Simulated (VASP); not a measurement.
Set up this calculation in VASP 6.6.1, as the native input.

```
Task                   : single point
Functional             : PBE
Dispersion             : D3(BJ)
Potentials or basis    : VASP PAW PBE potentials, release 64 (Ba_sv, P, Mg_sv, F)
Cutoff                 : 840 eV
k mesh                 : 6 × 6 × 4
Occupations            : gaussian, width 0.02 eV
Spin                   : no spin polarisation
Dipole correction      : no
Further INCAR settings : ALGO = Normal; EDIFF = 1e-06; NBANDS = 42
```

The structure of BaMgPF lies in POSCAR:

```
BaMgPF
1.0
    4.2863328066      0.0000000000      0.0000000000
    0.0000000000      4.2863328066      0.0000000000
    0.0000000000      0.0000000000      9.4299029012
Ba P Mg F
2 2 2 2
Direct
    0.5000000000      0.0000000000      0.1624252768
    0.0000000000      0.5000000000      0.8375747232
    0.5000000000      0.0000000000      0.6546089175
    0.0000000000      0.5000000000      0.3453910825
    0.5000000000      0.5000000000      0.5000000000
    0.0000000000      0.0000000000      0.5000000000
    0.5000000000      0.5000000000      0.0000000000
    0.0000000000      0.0000000000      0.0000000000
```

One way to write it, as run:

INCAR

```
  PREC = Accurate
  ENCUT = 840
  EDIFF = 1E-6
  ISMEAR = 0
  SIGMA = 0.02
  LREAL = F
  LASPH = T
  NELM = 120
  ALGO = Normal
  ISIF = 2
  LWAVE = F
  LCHARG = T
  GGA = PE
  IVDW = 12
  LELF = T
  LVHAR = T
  NBANDS = 42
  GGA_COMPAT = F
```

KPOINTS

```
regular mesh
0
Gamma
  6 6 4
```

Potentials or basis: VASP PAW PBE potentials, release 64 (Ba_sv, P, Mg_sv, F).

The run is started by

```bash
$ cat potpaw_PBE.64/Ba_sv/POTCAR potpaw_PBE.64/P/POTCAR potpaw_PBE.64/Mg_sv/POTCAR potpaw_PBE.64/F/POTCAR > POTCAR
$ mpirun -np 1 vasp_std > vasp.out
```

Results of the run:

```yaml
Pressure: 0.6 GPa
Largest_force: 0.136 eV/Å
Band_gap_on_the_k_mesh: 1.77 eV
Dispersion_energy_per_atom: -0.262 eV
```

Caveat: spin-orbit coupling is left out, which moves the levels of the heavy elements.

Run time: 4.1 min on 1 thread of Intel(R) Xeon(R) 6975P-C (Granite Rapids), with other jobs on the host, peak memory 0.66 GiB.
